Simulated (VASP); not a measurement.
# Ga2Sb2CO in VASP: further runs

The runs below take Ga2Sb2CO through single point, with PBE+D3(BJ).

Everything below comes from runs of VASP 6.6.1. Logs are shortened: lines on timing, memory, paths and dates and some standing lists are left out, and cuts for length are marked.

## Step 1: The cell of the first run

The cell holds a slab with vacuum, 6 atoms: a = 4.334 Å, b = 4.334 Å, c = 23.320 Å, α = 90.00°, β = 90.00°, γ = 120.00°.

## Step 2: Single point, PBE+D3(BJ)

File INCAR:

```
  PREC = Accurate
  ENCUT = 520
  EDIFF = 1E-6
  ISMEAR = 0
  SIGMA = 0.1
  LREAL = F
  LASPH = T
  NELM = 60
  ALGO = Normal
  ISIF = 2
  LWAVE = F
  LCHARG = T
  LDIPOL = T
  IDIPOL = 3
  DIPOL = 0.5 0.5 0.361
  GGA = PE
  IVDW = 12
  LELF = T
  LVHAR = T
  LVACPOTAV = T
  NBANDS = 32
```

File KPOINTS:

```
Automatic mesh
0
Gamma
  6 6 1
```

File POSCAR:

```
Ga2Sb2CO
1.0
    4.3343814621      0.0000000000      0.0000000000
   -2.1671907311      3.7536844559      0.0000000000
    0.0000000000      0.0000000000     23.3197422777
Sb Ga O C
2 2 1 1
Direct
    0.0000000000      0.0000000000      0.1715284823
    0.3333333333      0.6666666667      0.3301590654
    0.3333333333      0.6666666667      0.2094685204
    0.6666666667      0.3333333333      0.3632005095
    1.1111111111      1.2222222222      0.5218643557
    1.1111111111      1.2222222222      0.5711787943
```

Potentials or basis: VASP PAW PBE potentials, release 64 (Sb, Ga_d, O, C).

Run with:

```sh
cat potpaw_PBE.64/Sb/POTCAR potpaw_PBE.64/Ga_d/POTCAR potpaw_PBE.64/O/POTCAR potpaw_PBE.64/C/POTCAR > POTCAR
mpirun -np 1 vasp_std > vasp.out
```

OUTCAR:

```text
PREC = Accurate
   ENCUT = 520
   EDIFF = 1E-6
   ISMEAR = 0
   LREAL = F
   LASPH = T
   NELM = 60
   ISIF = 2
   GGA = PE
   IVDW = 12
 IVDW          = 12

 ion  position               nearest neighbor table
   1  0.000  0.000  0.172-   3 2.65   3 2.65   3 2.65
   2  0.333  0.667  0.330-   4 2.62   4 2.62   4 2.62   3 2.81
   3  0.333  0.667  0.209-   1 2.65   1 2.65   1 2.65   2 2.81
   4  0.667  0.333  0.363-   2 2.62   2 2.62   2 2.62
   5  0.111  0.222  0.522-   6 1.15
   6  0.111  0.222  0.571-   5 1.15

  LATTYP: Found a hexagonal cell.
 ALAT       =     4.3343814621
 C/A-ratio  =     5.3801776520

  Lattice vectors:

 A1 = (   4.3343814621,   0.0000000000,   0.0000000000)
 A2 = (  -2.1671907311,   3.7536844559,   0.0000000000)
 A3 = (   0.0000000000,   0.0000000000,  23.3197422777)

Analysis of symmetry for initial positions (statically):
=====================================================================
 Subroutine PRICEL returns:
 Original cell was already a primitive cell.

 Routine SETGRP: Setting up the symmetry group for a
 hexagonal supercell.

 Subroutine GETGRP returns: Found  2 space group operations
 (whereof  2 operations were pure point group operations)
 out of a pool of 24 trial point group operations.

The static configuration has the point symmetry C_1h.

Analysis of symmetry for dynamics (positions and initial velocities):
=====================================================================
 Subroutine PRICEL returns:
 Original cell was already a primitive cell.

 Routine SETGRP: Setting up the symmetry group for a
 hexagonal supercell.

 Subroutine GETGRP returns: Found  2 space group operations
 (whereof  2 operations were pure point group operations)
 out of a pool of 24 trial point group operations.

The dynamic configuration has the point symmetry C_1h.

 Subroutine INISYM returns: Found  2 space group operations
 (whereof  2 operations are pure point group operations),
 and found     1 'primitive' translations

----------------------------------------------------------------------------------------

                                     Primitive cell

  volume of cell :     379.4099

  direct lattice vectors                    reciprocal lattice vectors
     4.334381462  0.000000000  0.000000000     0.230713427  0.133202459  0.000000000
    -2.167190731  3.753684456  0.000000000     0.000000000  0.266404918  0.000000000
     0.000000000  0.000000000 23.319742278     0.000000000  0.000000000  0.042882121

  length of vectors
[... 86 lines left out ...]
   POTIM  = 0.5000    time-step for ionic-motion
   TEBEG  =    0.0;   TEEND  =   0.0 temperature during run
   PSTRESS=    0.0 pullay stress
   NELECT =      46.0000    total number of electrons
   NUPDOWN=      -1.0000    fix difference up-down
   EMIN   =  10.00;   EMAX   =-10.00  energy-range for DOS
   EFERMI =   0.00;   METHOD = LEGACY
   ISMEAR =     0;   SIGMA  =   0.10  broadening in eV -4-tet -1-fermi 0-gaus
   EFERMI_NEDOS =   21; number of points for ismear=-14 and -15
   IALGO  =     38    algorithm
   IMIX   =      4    mixing-type and parameters
     AMIX     =   0.40;   BMIX     =  1.00
     AMIX_MAG =   1.60;   BMIX_MAG =  1.00
  volume/ion in A,a.u.               =      63.23       426.73
  Fermi-wavevector in a.u.,A,eV,Ry     =   0.810260  1.531170  8.932521  0.656522
  Thomas-Fermi vector in A             =   1.919403
   LORBIT       =      0    0 simple, 1 ext, 2 COOP (PROOUT), +10 PAW based schemes
   GGA     = PE    functional components
   LHFCALC =     F    Hartree Fock is set to
   AEXX    =    0.0000 exact exchange contribution
   IVDW    =    12    specifies the selected vdW correction
   LEPSILON=     F    determine dielectric tensor
   LRPA    =     F    only Hartree local field effects (RPA)
 non-spin polarized calculation
 Gauss-broadening in eV      SIGMA  =   0.10
  energy-cutoff  :      520.00
  volume of cell :      379.41
 maximum number of plane-waves:     10242
   NGX = 17   NGY = 17   NGZ = 87

 dipolmoment           0.000000      0.000000      0.000059 electrons x Angstroem

 number of electron      46.0000012 magnetization

 dipolmoment           0.000000      0.000000     -0.095637 electrons x Angstroem

 Free energy of the ion-electron system (eV)
  ---------------------------------------------------
  ext. energy  EPLUGINS =         0.00000000
  ---------------------------------------------------
  free energy    TOTEN  =       -28.26872919 eV

  energy without entropy =      -28.26233759  energy(sigma->0) =      -28.26553339

 E-fermi :  -0.9316     XC(G=0):  -4.2314

 val. band max:       -0.9513257449   @ k =   0.0000   0.0000   0.0000
 cond. band min:      -0.9073752187   @ k =   0.3333   0.3333   0.0000
 fundamental gap:      0.0439505262
 Fermi energy:        -0.9315565434

 k-point     1 :       0.0000    0.0000    0.0000
  band No.  band energies     occupation
      1     -26.7948      2.00000
      2     -16.4889      2.00000
      3     -16.4425      2.00000
      4     -16.4425      2.00000
      5     -16.3816      2.00000
      6     -16.3816      2.00000
[... 444 lines left out ...]
     31       4.3797      0.00000
     32       4.6000      0.00000

------------------------ aborting loop because EDIFF is reached ----------------------------------------

 Edisp (eV)   -0.97233

 E8    (eV) :    -0.4545

  FORCE on cell =-STRESS in cart. coord.  units (eV):
  Direction    XX          YY          ZZ          XY          YZ          ZX
  --------------------------------------------------------------------------------------
  -------------------------------------------------------------------------------------
  Total      -0.05481    -0.05622    -1.22734     0.00000    -0.01343     0.00000
  in kB      -0.23144    -0.23742    -5.18281     0.00000    -0.05670     0.00000
  external pressure =       -1.88 kB  Pullay stress =        0.00 kB

 VOLUME and BASIS-vectors are now :
 -----------------------------------------------------------------------------
  energy-cutoff  :      520.00
  volume of cell :      379.41
      direct lattice vectors                 reciprocal lattice vectors
     4.334381462  0.000000000  0.000000000     0.230713427  0.133202459  0.000000000
    -2.167190731  3.753684456  0.000000000     0.000000000  0.266404918  0.000000000
     0.000000000  0.000000000 23.319742278     0.000000000  0.000000000  0.042882121

 POSITION                                       TOTAL-FORCE (eV/Angst)
 -----------------------------------------------------------------------------------
      0.00000      0.00000      4.00000        -0.000000      0.001245      0.170111
     -0.00000      2.50246      7.69922        -0.000000      0.000654     -0.014242
     -0.00000      2.50246      4.88475         0.000000     -0.000139     -0.147009
      2.16719      1.25123      8.46974        -0.000000      0.001444      0.024128
     -0.00000      0.83415     12.16974         0.000000     -0.004866      0.681041
     -0.00000      0.83415     13.31974        -0.000000      0.001661     -0.714029
 -----------------------------------------------------------------------------------
    total drift:                               -0.000003     -0.000453      0.001707

  FREE ENERGIE OF THE ION-ELECTRON SYSTEM (eV)
  ---------------------------------------------------
  free  energy   TOTEN  =       -29.2410545280 eV

  energy  without entropy=      -29.2346629225  energy(sigma->0) =      -29.23785873

 vacuum level on the upper side and lower side of the slab         2.874         3.939
```

stdout:

```text
POSCAR found type information on POSCAR SbGaO C
 POSCAR found :  4 types and       6 ions
 scaLAPACK will be used
 LDA part: xc-table for (Slater+PW92), standard interpolation
 POSCAR, INCAR and KPOINTS ok, starting setup
 FFT: planning ... GRIDC
 FFT: planning ... GRID_SOFT
 FFT: planning ... GRID
 WAVECAR not read
 entering main loop
 -----------------------------------------------------------------------------
|                                                                             |
|           W    W    AA    RRRRR   N    N  II  N    N   GGGG   !!!           |
|           W    W   A  A   R    R  NN   N  II  NN   N  G    G  !!!           |
|           W    W  A    A  R    R  N N  N  II  N N  N  G       !!!           |
|           W WW W  AAAAAA  RRRRR   N  N N  II  N  N N  G  GGG   !            |
|           WW  WW  A    A  R   R   N   NN  II  N   NN  G    G                |
|           W    W  A    A  R    R  N    N  II  N    N   GGGG   !!!           |
|                                                                             |
|     Did not find any points to average over, which means that no vacuum     |
|     field-free region was found. Please increase the size of  your cell     |
|     in the dimension of the dipole correction to obtain accurate            |
|     workfunction values.                                                    |
|                                                                             |
 -----------------------------------------------------------------------------
```

It took 1.9 min on 1 thread of Intel Xeon 6975P-C (Granite Rapids), shared host; peak memory 0.56 GiB.

What came out:

- Free energy: -29.2411 eV
- Largest force: 0.714 eV/Å
- Band gap on the k mesh: 0.04 eV, indirect (least direct gap 0.14 eV)
- Dispersion energy per atom: -0.162 eV

Forces in eV/Å, atoms in the order of the input:
```
Sb   0.000  0.001  0.170
Sb   0.000  0.001 -0.014
Ga   0.000  0.000 -0.147
Ga   0.000  0.001  0.024
O    0.000 -0.005  0.681
C    0.000  0.002 -0.714
```

Levels at points of the mesh, in eV from the valence-band top:
```csv
k point,band 19,band 20,band 21,band 22,band 23,band 24,band 25,band 26,band 27,band 28
"(0.00, 0.00, 0.00)",-2.11,-1.13,-1.13,0.00,0.00,0.14,0.88,1.48,1.48,1.71
"(0.50, 0.00, 0.00)",-5.67,-2.53,-2.47,-1.30,-1.19,0.39,0.72,1.17,1.35,1.66
"(0.00, 0.50, 0.00)",-5.67,-2.53,-2.47,-1.30,-1.19,0.41,0.70,1.18,1.34,1.66
```

Caveat: spin-orbit coupling is left out, which moves the levels of the heavy elements.

## Step 3: Single point, PBE+D3(BJ)

File INCAR:

```
PREC = Accurate
ENCUT = 520
EDIFF = 1E-7
ISMEAR = 0
SIGMA = 0.1
LREAL = F
LASPH = T
NELM = 80
ALGO = Normal
ISIF = 2
LWAVE = F
LCHARG = F
LDIPOL = T
IDIPOL = 3
DIPOL = 0.5 0.5 0.361
GGA = PE
IVDW = 12
NBANDS = 32
```

KPOINTS is that of step 2.

POSCAR, as its differences from that of step 2:

```diff
@@ -12,3 +12,3 @@
     0.6666666667      0.3333333333      0.3632005095
-    1.1111111111      1.2222222222      0.5218643557
-    1.1111111111      1.2222222222      0.5711787943
+    1.5555555556      0.7777777778      0.5218643557
+    1.5555555556      0.7777777778      0.5711787943
```

Potentials or basis: VASP PAW PBE potentials, release 64 (Sb, Ga_d, O, C).

Run with:

```sh
cat potpaw_PBE.64/Sb/POTCAR potpaw_PBE.64/Ga_d/POTCAR potpaw_PBE.64/O/POTCAR potpaw_PBE.64/C/POTCAR > POTCAR
mpirun -np 1 vasp_std > vasp.out
```

It took 1.9 min on 1 thread of Intel Xeon 6975P-C (Granite Rapids), shared host; peak memory 0.54 GiB.

Results (log left out):

| Property | Result |
| --- | --- |
| Free energy | -29.2385 eV |
| Largest force | 0.714 eV/Å |
| Band gap on the k mesh | 0.04 eV, indirect (least direct gap 0.14 eV) |
| Dispersion energy per atom | -0.162 eV |

Forces in eV/Å, atoms in the order of the input:
```
Sb  -0.001 -0.001  0.169
Sb   0.000  0.000 -0.021
Ga   0.000  0.000 -0.144
Ga  -0.001 -0.001  0.022
O    0.004  0.002  0.688
C   -0.001 -0.001 -0.714
```

Levels at points of the mesh, in eV from the valence-band top:
| k point | band 20 | band 21 | band 22 | band 23 | band 24 | band 25 | band 26 | band 27 |
| --- | --- | --- | --- | --- | --- | --- | --- | --- |
| (0.00, 0.00, 0.00) | -1.12 | -1.12 | 0.00 | 0.00 | 0.14 | 0.88 | 1.47 | 1.47 |
| (0.50, 0.00, 0.00) | -2.52 | -2.46 | -1.30 | -1.19 | 0.41 | 0.69 | 1.18 | 1.33 |
| (0.00, 0.50, 0.00) | -2.52 | -2.46 | -1.30 | -1.19 | 0.39 | 0.70 | 1.17 | 1.33 |

Caveat: spin-orbit coupling is left out, which moves the levels of the heavy elements.
